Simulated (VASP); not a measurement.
Ti:

```
Ti
1.0
     2.89674    0.00000    0.00000
    -1.44837    2.50865    0.00000
     0.00000    0.00000    4.57596
Ti
2
Direct
  0.33333 0.66667 0.25000
  0.66667 0.33333 0.75000
```

| Quantity | Value |
| --- | --- |
| Program | VASP 6.6.1 |
| Task | relaxation of cell and atoms |
| Functional | PBE |
| Potentials or basis | VASP PAW PBE potentials, release 64 (Ti_sv) |
| Cutoff | 600 eV |
| k mesh | 18 × 18 × 10 |
| Occupations | gaussian, width 0.1 eV |
| Spin | no spin polarisation |

At the start: pressure 4.8 GPa; volume 16.63 Å³/atom.

How do energy, volume and symmetry change on relaxing?

Over 6 steps the energy falls by 11.2 meV/atom and the volume is 17.35 Å³/atom (+4.3 %); space group P6_3/mmc (No. 194, to 0.1 Å) before and after.

Step by step:
| step | energy change (eV) | largest force (eV/Å) | pressure (GPa) | volume (Å³) |
| --- | --- | --- | --- | --- |
| 1 | 0.0000 | 0.0000 | 4.78 | 33.25 |
| 2 | -0.0127 | 0.0000 | -2.96 | 35.70 |
| 3 | -0.0223 | 0.0000 | -0.20 | 34.73 |
| 4 | -0.0223 | 0.0000 | 0.09 | 34.67 |
| 5 | -0.0223 | 0.0000 | 0.06 | 34.70 |
| 6 | -0.0223 | 0.0000 | 0.00 | 34.70 |

Final structure:
```xyz
2
Lattice="2.9368 0.0000 0.0000 -1.4684 2.5433 0.0000 0.0000 0.0000 4.6453" Properties=species:S:1:pos:R:3 pbc="T T T"
Ti    0.0000    1.6955    1.1613
Ti    1.4684    0.8478    3.4840
```
